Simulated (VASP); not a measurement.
# BeTe (b) (F-43m) in VASP: single point with PBEsol

Aim: the single point of BeTe (b) with PBEsol.

Program: VASP 6.6.1. These are calculated values, not measurements. Logs are shortened: lines on timing, memory, paths and dates and some standing lists are left out, and cuts for length are marked.

## 1. The cell of the first run

It takes space group F-43m (No. 216, cubic). Conventional cell: a = 5.605 Å, b = 5.605 Å, c = 5.605 Å, α = 90.00°, β = 90.00°, γ = 90.00°. Be (site symmetry -43m) has 4 Te at 2.43 Å within 3.2 Å. Te (site symmetry -43m) has 4 Be at 2.43 Å within 3.2 Å.

## 2. Single point, PBEsol

INCAR

```
PREC = Accurate
ENCUT = 600
EDIFF = 1E-6
ISMEAR = 0
SIGMA = 0.02
LREAL = False
LASPH = True
NELM = 120
ALGO = Normal
ISIF = 2
LWAVE = False
LCHARG = False
GGA = PS
NBANDS = 11
GGA_COMPAT = False
```

KPOINTS

```
Automatic mesh
0
Gamma
  8 8 8
```

POSCAR

```
BeTe
1.0
    0.0000000000      2.8023960040      2.8023960040
    2.8023960040      0.0000000000      2.8023960040
    2.8023960040      2.8023960040      0.0000000000
Be Te
1 1
Direct
    0.0000000000      0.0000000000      0.0000000000
    0.2500000000      0.2500000000      0.2500000000
```

Potentials or basis: VASP PAW PBE potentials, release 64 (Be, Te).

Launch:

```console
cat potpaw_PBE.64/Be/POTCAR potpaw_PBE.64/Te/POTCAR > POTCAR
mpirun -np 1 vasp_std > vasp.out
```

OUTCAR:

```text
PREC = Accurate
   ENCUT = 600
   EDIFF = 1E-6
   ISMEAR = 0
   LREAL = False
   LASPH = True
   NELM = 120
   ISIF = 2
   GGA = PS

 ion  position               nearest neighbor table
   1  0.000  0.000  0.000-   2 2.43   2 2.43   2 2.43   2 2.43
   2  0.250  0.250  0.250-   1 2.43   1 2.43   1 2.43   1 2.43

  LATTYP: Found a face centered cubic cell.
 ALAT       =     5.6047920080

  Lattice vectors:

 A1 = (   0.0000000000,   2.8023960040,   2.8023960040)
 A2 = (   2.8023960040,   0.0000000000,   2.8023960040)
 A3 = (   2.8023960040,   2.8023960040,   0.0000000000)

Analysis of symmetry for initial positions (statically):
=====================================================================
 Subroutine PRICEL returns:
 Original cell was already a primitive cell.

 Routine SETGRP: Setting up the symmetry group for a
 face centered cubic supercell.

 Subroutine GETGRP returns: Found 24 space group operations
 (whereof 24 operations were pure point group operations)
 out of a pool of 48 trial point group operations.

The static configuration has the point symmetry T_d .

Analysis of symmetry for dynamics (positions and initial velocities):
=====================================================================
 Subroutine PRICEL returns:
 Original cell was already a primitive cell.

 Routine SETGRP: Setting up the symmetry group for a
 face centered cubic supercell.

 Subroutine GETGRP returns: Found 24 space group operations
 (whereof 24 operations were pure point group operations)
 out of a pool of 48 trial point group operations.

The dynamic configuration has the point symmetry T_d .

 Subroutine INISYM returns: Found 24 space group operations
 (whereof 24 operations are pure point group operations),
 and found     1 'primitive' translations

----------------------------------------------------------------------------------------

                                     Primitive cell

  volume of cell :      44.0168

  direct lattice vectors                    reciprocal lattice vectors
     0.000000000  2.802396004  2.802396004    -0.178418753  0.178418753  0.178418753
     2.802396004  0.000000000  2.802396004     0.178418753 -0.178418753  0.178418753
     2.802396004  2.802396004  0.000000000     0.178418753  0.178418753 -0.178418753

  length of vectors
     3.963186436  3.963186436  3.963186436     0.309030345  0.309030345  0.309030345

  position of ions in fractional coordinates (direct lattice)
     0.000000000  0.000000000  0.000000000
     0.250000000  0.250000000  0.250000000

  ion indices of the primitive-cell ions
   primitive index   ion index
                 1           1
                 2           2

----------------------------------------------------------------------------------------

 KPOINTS: Automatic mesh

Automatic generation of k-mesh.
 Grid dimensions read from file:
 generate k-points for:    8    8    8

 Generating k-lattice:

  Cartesian coordinates                     Fractional coordinates (reciprocal lattice)
    -0.022302344  0.022302344  0.022302344     0.125000000  0.000000000  0.000000000
     0.022302344 -0.022302344  0.022302344     0.000000000  0.125000000  0.000000000
     0.022302344  0.022302344 -0.022302344     0.000000000  0.000000000  0.125000000

  Length of vectors
     0.038628793  0.038628793  0.038628793

  Shift w.r.t. Gamma in fractional coordinates (k-lattice)
     0.000000000  0.000000000  0.000000000

 Subroutine IBZKPT returns following result:
 ===========================================

 Found     29 irreducible k-points:

 Following reciprocal coordinates:
            Coordinates               Weight
  0.000000  0.000000  0.000000      1.000000
  0.125000  0.000000  0.000000      8.000000
  0.250000  0.000000  0.000000      8.000000
  0.375000  0.000000  0.000000      8.000000
  0.500000  0.000000  0.000000      4.000000
  0.125000  0.125000  0.000000      6.000000
[... 16 lines left out ...]
  0.500000  0.250000  0.125000     48.000000
 -0.375000  0.250000  0.125000     24.000000
 [... further k-points ...]
   k-points           NKPTS =     29   k-points in BZ     NKDIM =     29   number of bands    NBANDS=     11
   number of dos      NEDOS =    301   number of ions     NIONS =      2
   total plane-waves  NPLWV =  32768
   dimension x,y,z NGX =    32 NGY =   32 NGZ =   32
   dimension x,y,z NGXF=    64 NGYF=   64 NGZF=   64
   ions per type =               1   1
   NGX,Y,Z   is equivalent  to a cutoff of  13.42, 13.42, 13.42 a.u.
   NGXF,Y,Z  is equivalent  to a cutoff of  26.85, 26.85, 26.85 a.u.
 SYSTEM =  unknown system
   PREC   = accura    normal or accurate (medium, high low for compatibility)
   ISTART =      0    job   : 0-new  1-cont  2-samecut
   ICHARG =      2    charge: 1-file 2-atom 10-const
   ISPIN  =      1    spin polarized calculation?
   LNONCOLLINEAR =      F non collinear calculations
   LSORBIT =      F    spin-orbit coupling
   LASPH  =      T    aspherical Exc in radial PAW
   ENCUT  =  600.0 eV  44.10 Ry    6.64 a.u.   7.92  7.92  7.92*2*pi/ulx,y,z
   NELM   =    120;   NELMIN=  2; NELMDL= -5     # of ELM steps
   EDIFF  = 0.1E-05   stopping-criterion for ELM
   LREAL  =      F    real-space projection
   EDIFFG = 0.1E-04   stopping-criterion for IOM
   NSW    =      0    number of steps for IOM
   IBRION =     -1    ionic relax: 0-MD 1-quasi-New 2-CG
   NFREE  =      0    steps in history (QN), initial steepest desc. (CG)
   ISIF   =      2    stress and relaxation
   ISYM   =      2    0-nonsym 1-usesym 2-fastsym
   POTIM  = 0.5000    time-step for ionic-motion
   TEBEG  =    0.0;   TEEND  =   0.0 temperature during run
   PSTRESS=    0.0 pullay stress
   NELECT =       8.0000    total number of electrons
   NUPDOWN=      -1.0000    fix difference up-down
   EMIN   =  10.00;   EMAX   =-10.00  energy-range for DOS
   EFERMI =   0.00;   METHOD = LEGACY
   ISMEAR =     0;   SIGMA  =   0.02  broadening in eV -4-tet -1-fermi 0-gaus
   EFERMI_NEDOS =   21; number of points for ismear=-14 and -15
   IALGO  =     38    algorithm
   IMIX   =      4    mixing-type and parameters
     AMIX     =   0.40;   BMIX     =  1.00
     AMIX_MAG =   1.60;   BMIX_MAG =  1.00
  volume/ion in A,a.u.               =      22.01       148.52
  Fermi-wavevector in a.u.,A,eV,Ry     =   0.927325  1.752390 11.700082  0.859932
  Thomas-Fermi vector in A             =   2.053383
   LORBIT       =      0    0 simple, 1 ext, 2 COOP (PROOUT), +10 PAW based schemes
   GGA     = PS    functional components
   LHFCALC =     F    Hartree Fock is set to
   AEXX    =    0.0000 exact exchange contribution
   IVDW    =     0    specifies the selected vdW correction
   LEPSILON=     F    determine dielectric tensor
   LRPA    =     F    only Hartree local field effects (RPA)
 non-spin polarized calculation
 Gauss-broadening in eV      SIGMA  =   0.02
  energy-cutoff  :      600.00
  volume of cell :       44.02
 maximum number of plane-waves:      1480
   NGX = 15   NGY = 15   NGZ = 15

 number of electron       8.0000000 magnetization

 Free energy of the ion-electron system (eV)
  ---------------------------------------------------
  ext. energy  EPLUGINS =         0.00000000
  ---------------------------------------------------
  free energy    TOTEN  =        -8.21584923 eV

  energy without entropy =       -8.21584923  energy(sigma->0) =       -8.21584923

 E-fermi :   5.3040     XC(G=0):  -9.2594

 val. band max:        5.1663848807   @ k =   0.0000   0.0000   0.0000
 cond. band min:       6.9838931041   @ k =   0.5000   0.5000   0.0000
 fundamental gap:      1.8175082234
 Fermi energy:         5.3040207032

 k-point     1 :       0.0000    0.0000    0.0000
  band No.  band energies     occupation
      1      -7.2629      2.00000
      2       5.1664      2.00000
      3       5.1664      2.00000
      4       5.1664      2.00000
      5       8.7535      0.00000
      6       8.7535      0.00000
      7       8.7535      0.00000
      8       9.0032      0.00000
      9      13.3788      0.00000
     10      15.4389      0.00000
     11      15.4389      0.00000

 k-point     2 :       0.1250    0.0000    0.0000
  band No.  band energies     occupation
      1      -7.1117      2.00000
      2       3.8184      2.00000
      3       4.9239      2.00000
      4       4.9239      2.00000
      5       8.6883      0.00000
      6       9.1049      0.00000
      7       9.1049      0.00000
      8      10.3108      0.00000
      9      13.7979      0.00000
     10      14.4447      0.00000
     11      14.4447      0.00000

 k-point     3 :       0.2500    0.0000    0.0000
  band No.  band energies     occupation
      1      -6.6935      2.00000
      2       1.7712      2.00000
      3       4.4747      2.00000
      4       4.4747      2.00000
      5       8.4698      0.00000
      6       9.6368      0.00000
      7       9.6368      0.00000
      8      12.2153      0.00000
      9      14.1018      0.00000
     10      14.1639      0.00000
     11      14.1639      0.00000

 k-point     4 :       0.3750    0.0000    0.0000
  band No.  band energies     occupation
      1      -6.1584      2.00000
      2       0.1515      2.00000
      3       4.1310      2.00000
      4       4.1310      2.00000
      5       8.2995      0.00000
      6       9.7547      0.00000
      7       9.7547      0.00000
      8      12.8934      0.00000
      9      14.9188      0.00000
     10      15.2372      0.00000
     11      15.2372      0.00000
[... 239 lines left out ...]
 k-point    22 :       0.3750    0.2500    0.1250
  band No.  band energies     occupation
      1      -6.3473      2.00000
      2       1.5254      2.00000
      3       2.8524      2.00000
      4       3.9067      2.00000
      5       8.7038      0.00000
      6      10.0478      0.00000
      7      10.4696      0.00000
      8      11.4754      0.00000
      9      14.2353      0.00000
     10      15.6736      0.00000
     11      16.3221      0.00000

 k-point    23 :       0.5000    0.2500    0.1250
  band No.  band energies     occupation
      1      -5.8712      2.00000
      2       0.4438      2.00000
      3       2.3084      2.00000
      4       3.4361      2.00000
      5       9.1477      0.00000
      6       9.8258      0.00000
      7      11.0622      0.00000
      8      12.0972      0.00000
      9      15.0064      0.00000
     10      15.4840      0.00000
     11      17.3915      0.00000

 k-point    24 :      -0.3750    0.2500    0.1250
  band No.  band energies     occupation
      1      -5.6295      2.00000
      2      -0.0663      2.00000
      3       2.2001      2.00000
      4       3.2059      2.00000
      5       9.3040      0.00000
      6       9.5200      0.00000
      7      11.8678      0.00000
      8      12.9288      0.00000
      9      13.6099      0.00000
     10      16.7250      0.00000
     11      17.0327      0.00000

 [... further k-points ...]
[... 5 lines left out ...]
  --------------------------------------------------------------------------------------
  -------------------------------------------------------------------------------------
  Total        0.0708905      0.0708905      0.0708905      0.0000000      0.0000000      0.0000000
  in kB        2.5803582      2.5803582      2.5803582      0.0000000      0.0000000      0.0000000
  external PRESSURE =       2.5803582 kB  Pullay stress =       0.0000000 kB

 VOLUME and BASIS-vectors are now :
 -----------------------------------------------------------------------------
  energy-cutoff  :      600.00
  volume of cell :       44.02
      direct lattice vectors                 reciprocal lattice vectors
     0.000000000  2.802396004  2.802396004    -0.178418753  0.178418753  0.178418753
     2.802396004  0.000000000  2.802396004     0.178418753 -0.178418753  0.178418753
     2.802396004  2.802396004  0.000000000     0.178418753  0.178418753 -0.178418753

 POSITION                                       TOTAL-FORCE (eV/Angst)
 -----------------------------------------------------------------------------------
      0.00000      0.00000      0.00000         0.000000      0.000000      0.000000
      1.40120      1.40120      1.40120        -0.000000     -0.000000     -0.000000
 -----------------------------------------------------------------------------------
    total drift:                                0.000000      0.000000      0.000000

  FREE ENERGIE OF THE ION-ELECTRON SYSTEM (eV)
  ---------------------------------------------------
  free  energy   TOTEN  =        -8.2158492284 eV

  energy  without entropy=       -8.2158492284  energy(sigma->0) =       -8.21584923
```

It took 8.4 s on 1 thread of Intel Xeon 6975P-C (Granite Rapids), shared host; peak memory 0.18 GiB.

Results:

```yaml
Free_energy: -8.2158 eV
Pressure: 0.3 GPa
Band_gap_on_the_k_mesh: 1.82 eV, indirect (least direct gap 3.59 eV)
```

Levels at points of the mesh, in eV from the valence-band top:
```
           k point  band 2  band 3  band 4  band 5  band 6  band 7
(0.00, 0.00, 0.00)    0.00    0.00    0.00    3.59    3.59    3.59
(0.50, 0.00, 0.00)   -5.67   -1.16   -1.16    3.07    4.55    4.55
(0.50, 0.50, 0.00)   -5.21   -2.71   -2.71    1.82    2.59    9.80
```

Caveat: the PAW data sets were made with another functional, which shifts forces and pressure a little; spin-orbit coupling is left out, which moves the levels of the heavy elements.
